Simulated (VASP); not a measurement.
# MgO: single point with HSE06

Crystal: MgO.

```
Mg O
1.0
     2.92306    0.00000    0.00000
    -1.46153    2.53144    0.00000
     0.00000    0.00000    5.09210
Mg O
2 2
Direct
  0.00000 0.00000 0.00000
  0.00000 0.00000 0.50000
  0.33333 0.66667 0.25000
  0.66667 0.33333 0.75000
```

```json
{
 "Program": "VASP 6.6.1",
 "Task": "single point",
 "Functional": "HSE06",
 "Potentials or basis": "VASP PAW PBE potentials, release 64 (Mg, O)",
 "Cutoff": "520 eV",
 "k mesh": "6 × 6 × 4",
 "Occupations": "gaussian, width 0.01 eV",
 "Spin": "no spin polarisation",
 "Dipole correction": "no",
 "Grid for exact exchange (PRECFOCK)": "Normal",
 "Further INCAR settings": "ALGO = Normal; EDIFF = 1e-06; NBANDS = 16",
 "Share of exact exchange": "0.25",
 "Screening parameter": "0.2079 1/Å"
}
```

The pressure is -0.6 GPa. The band gap on the k mesh is 6.16 eV.

Levels at points of the mesh, in eV from the valence-band top:
```csv
k point,band 4,band 5,band 6,band 7,band 8,band 9,band 10,band 11,band 12,band 13
"(0.00, 0.00, 0.00)",-0.57,-0.57,-0.50,0.00,0.00,6.16,9.93,14.00,14.90,19.01
"(0.50, 0.00, 0.00)",-3.79,-2.82,-1.66,-1.35,-0.79,10.29,11.36,12.23,13.89,14.33
"(0.00, 0.00, 0.50)",-3.23,-0.29,-0.29,-0.29,-0.29,8.72,8.72,13.93,13.93,18.61
"(0.50, 0.00, 0.50)",-4.69,-1.63,-1.63,-1.08,-1.08,10.52,10.52,12.76,12.76,15.20
```

It took 16 min on 1 thread of Intel(R) Xeon(R) 6975P-C (Granite Rapids), with other jobs on the host, peak memory 0.28 GiB.

Caveat: the PAW data sets were made with another functional, which shifts forces and pressure a little.
